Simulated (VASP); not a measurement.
# Sb (I4_1/amd) in VASP: single point with PBE

Aim: the single point of Sb with PBE.

Everything below comes from runs of VASP 6.6.1. Logs are shortened: lines on timing, memory, paths and dates and some standing lists are left out, and cuts for length are marked.

### 1 The cell of the first run

The structure is tetragonal, space group I4_1/amd (No. 141). The conventional cell has a = 6.071 Å, b = 6.071 Å, c = 3.202 Å, α = 90.00°, β = 90.00°, γ = 90.00°. Sb (site symmetry -4m2) has 10 Sb at 3.14 to 3.87 Å within 4.1 Å.

### 2 Single point, PBE

INCAR

```
SYSTEM = Sb
ALGO = Normal
EDIFF = 1E-6
ENCUT = 520
GGA = PE
ISIF = 2
ISMEAR = 0
LASPH = .TRUE.
LCHARG = .TRUE.
LELF = .TRUE.
LREAL = .FALSE.
LVHAR = .TRUE.
LWAVE = .FALSE.
NBANDS = 12
NELM = 100
PREC = Accurate
SIGMA = 0.1
```

KPOINTS

```
k-points
0
G
  18 18 18
  0 0 0
```

POSCAR

```
Sb
1.0
   -3.0353258917      3.0353258917      1.6011569676
    3.0353258917     -3.0353258917      1.6011569676
    3.0353258917      3.0353258917     -1.6011569676
Sb
2
Direct
    0.0000000000      0.0000000000      0.0000000000
    0.7500000000      0.2500000000      0.5000000000
```

Potentials or basis: VASP PAW PBE potentials, release 64 (Sb).

Launch:

```
$ cat potpaw_PBE.64/Sb/POTCAR > POTCAR
$ mpirun -np 1 vasp_std > vasp.out
```

OUTCAR:

```text
SYSTEM = Sb
   EDIFF = 1E-6
   ENCUT = 520
   GGA = PE
   ISIF = 2
   ISMEAR = 0
   LASPH = .TRUE.
   LREAL = .FALSE.
   NELM = 100
   PREC = Accurate

 ion  position               nearest neighbor table
   1  0.000  0.000  0.000-   2 3.14   2 3.14   2 3.14   2 3.14
   2  0.750  0.250  0.500-   1 3.14   1 3.14   1 3.14   1 3.14

  LATTYP: Found a body centered tetragonal cell.
 ALAT       =     6.0706517834
 C/A-ratio  =     0.5275074324

  Lattice vectors:

 A1 = (  -3.0353258917,   3.0353258917,   1.6011569676)
 A2 = (   3.0353258917,  -3.0353258917,   1.6011569676)
 A3 = (   3.0353258917,   3.0353258917,  -1.6011569676)

Analysis of symmetry for initial positions (statically):
=====================================================================
 Subroutine PRICEL returns:
 Original cell was already a primitive cell.

 Routine SETGRP: Setting up the symmetry group for a
 body centered tetragonal supercell.

 Subroutine GETGRP returns: Found 16 space group operations
 (whereof  8 operations were pure point group operations)
 out of a pool of 16 trial point group operations.

The static configuration has the point symmetry D_2d.
 The point group associated with its full space group is D_4h.

Analysis of symmetry for dynamics (positions and initial velocities):
=====================================================================
 Subroutine PRICEL returns:
 Original cell was already a primitive cell.

 Routine SETGRP: Setting up the symmetry group for a
 body centered tetragonal supercell.

 Subroutine GETGRP returns: Found 16 space group operations
 (whereof  8 operations were pure point group operations)
 out of a pool of 16 trial point group operations.

The dynamic configuration has the point symmetry D_2d.
 The point group associated with its full space group is D_4h.

 Subroutine INISYM returns: Found 16 space group operations
 (whereof  8 operations are pure point group operations),
 and found     1 'primitive' translations

----------------------------------------------------------------------------------------

                                     Primitive cell

  volume of cell :      59.0071

  direct lattice vectors                    reciprocal lattice vectors
    -3.035325892  3.035325892  1.601156968     0.000000000  0.164726958  0.312274193
     3.035325892 -3.035325892  1.601156968     0.164726958  0.000000000  0.312274193
     3.035325892  3.035325892 -1.601156968     0.164726958  0.164726958  0.000000000

[... 93 lines left out ...]
   PSTRESS=    0.0 pullay stress
   NELECT =      10.0000    total number of electrons
   NUPDOWN=      -1.0000    fix difference up-down
   EMIN   =  10.00;   EMAX   =-10.00  energy-range for DOS
   EFERMI =   0.00;   METHOD = LEGACY
   ISMEAR =     0;   SIGMA  =   0.10  broadening in eV -4-tet -1-fermi 0-gaus
   EFERMI_NEDOS =   21; number of points for ismear=-14 and -15
   IALGO  =     38    algorithm
   IMIX   =      4    mixing-type and parameters
     AMIX     =   0.40;   BMIX     =  1.00
     AMIX_MAG =   1.60;   BMIX_MAG =  1.00
  volume/ion in A,a.u.               =      29.50       199.10
  Fermi-wavevector in a.u.,A,eV,Ry     =   0.905955  1.712007 11.167043  0.820755
  Thomas-Fermi vector in A             =   2.029585
   LORBIT       =      0    0 simple, 1 ext, 2 COOP (PROOUT), +10 PAW based schemes
   GGA     = PE    functional components
   LHFCALC =     F    Hartree Fock is set to
   AEXX    =    0.0000 exact exchange contribution
   IVDW    =     0    specifies the selected vdW correction
   LEPSILON=     F    determine dielectric tensor
   LRPA    =     F    only Hartree local field effects (RPA)
 non-spin polarized calculation
 Gauss-broadening in eV      SIGMA  =   0.10
  energy-cutoff  :      520.00
  volume of cell :       59.01
 maximum number of plane-waves:      1622
 NGX is ok and might be reduce to    36
   NGX = 17   NGY = 17   NGZ = 17

 number of electron      10.0000001 magnetization

 Free energy of the ion-electron system (eV)
  ---------------------------------------------------
  ext. energy  EPLUGINS =         0.00000000
  ---------------------------------------------------
  free energy    TOTEN  =        -8.04499409 eV

  energy without entropy =       -8.04066653  energy(sigma->0) =       -8.04283031

 E-fermi :   7.3440     XC(G=0):  -9.7354

 val. band max:        7.3392151100   @ k =   0.5000   0.1667  -0.0000
 cond. band min:       7.3536678419   @ k =  -0.2222  -0.4444   0.2222
 fundamental gap:      0.0144527319
 Fermi energy:         7.3440457216

 k-point     1 :       0.0000    0.0000    0.0000
  band No.  band energies     occupation
      1      -5.0599      2.00000
      2       0.2637      2.00000
      3       3.9763      2.00000
      4       3.9763      2.00000
      5       9.5861      0.00000
      6      10.8213      0.00000
      7      10.8213      0.00000
      8      11.7214      0.00000
      9      11.8371      0.00000
     10      14.8744      0.00000
     11      15.5470      0.00000
     12      16.4148      0.00000
[... 331 lines left out ...]
 k-point    24 :      -0.2222    0.0556    0.0000
  band No.  band energies     occupation
      1      -4.4711      2.00000
      2      -0.0545      2.00000
      3       4.0102      2.00000
      4       5.3021      2.00000
      5       8.2888      0.00000
      6       9.1082      0.00000
      7       9.6697      0.00000
      8      10.6035      0.00000
      9      10.9524      0.00000
     10      14.4811      0.00000
     11      14.6523      0.00000
     12      15.9343      0.00000

 [... further k-points ...]

------------------------ aborting loop because EDIFF is reached ----------------------------------------

  FORCE on cell =-STRESS in cart. coord.  units (eV):
  Direction    XX          YY          ZZ          XY          YZ          ZX
  --------------------------------------------------------------------------------------
  -------------------------------------------------------------------------------------
  Total       -0.0167870     -0.0167870     -0.0294724      0.0000000      0.0000000      0.0000000
  in kB       -0.4558046     -0.4558046     -0.8002416      0.0000000      0.0000000      0.0000000
  external PRESSURE =      -0.5706169 kB  Pullay stress =       0.0000000 kB

 VOLUME and BASIS-vectors are now :
 -----------------------------------------------------------------------------
  energy-cutoff  :      520.00
  volume of cell :       59.01
      direct lattice vectors                 reciprocal lattice vectors
    -3.035325892  3.035325892  1.601156968     0.000000000  0.164726958  0.312274193
     3.035325892 -3.035325892  1.601156968     0.164726958  0.000000000  0.312274193
     3.035325892  3.035325892 -1.601156968     0.164726958  0.164726958  0.000000000

 POSITION                                       TOTAL-FORCE (eV/Angst)
 -----------------------------------------------------------------------------------
      0.00000      0.00000      0.00000        -0.000000      0.000000     -0.000000
     -0.00000      3.03533      0.80058         0.000000     -0.000000      0.000000
 -----------------------------------------------------------------------------------
    total drift:                               -0.000000      0.000000     -0.000000

  FREE ENERGIE OF THE ION-ELECTRON SYSTEM (eV)
  ---------------------------------------------------
  free  energy   TOTEN  =        -8.0449940943 eV

  energy  without entropy=       -8.0406665349  energy(sigma->0) =       -8.04283031
```

OSZICAR:

```text
N       E                     dE             d eps       ncg     rms          rms(c)
DAV:   1     0.269830020840E+02    0.26983E+02   -0.33984E+03 11520   0.630E+02
DAV:   2    -0.660483212367E+01   -0.33588E+02   -0.32515E+02 15440   0.103E+02
DAV:   3    -0.803072061152E+01   -0.14259E+01   -0.14117E+01 14176   0.219E+01
DAV:   4    -0.804184237720E+01   -0.11122E-01   -0.11120E-01 13212   0.240E+00
DAV:   5    -0.804195925396E+01   -0.11688E-03   -0.11688E-03 13940   0.271E-01    0.253E+00
DAV:   6    -0.804378084757E+01   -0.18216E-02   -0.15617E-03 13256   0.261E-01    0.149E+00
DAV:   7    -0.804493222185E+01   -0.11514E-02   -0.35209E-03 12996   0.386E-01    0.823E-02
DAV:   8    -0.804499229846E+01   -0.60077E-04   -0.89221E-05 14164   0.665E-02    0.967E-03
DAV:   9    -0.804499430936E+01   -0.20109E-05   -0.26446E-06 13584   0.113E-02    0.188E-03
DAV:  10    -0.804499409427E+01    0.21509E-06   -0.17722E-07  8280   0.256E-03
   1 F= -.80449941E+01 E0= -.80428303E+01  d E =-.432756E-02
```

It took 4.6 min on 1 thread of Intel Xeon 8259CL, shared host; peak memory 0.43 GiB.

Results:

```
Free energy            : -8.0450 eV
Pressure               : -0.1 GPa
Band gap on the k mesh : zero (bands 5 and 6 overlap by 5.71 eV)
```

Caveat: spin-orbit coupling is left out, which moves the levels of the heavy elements.
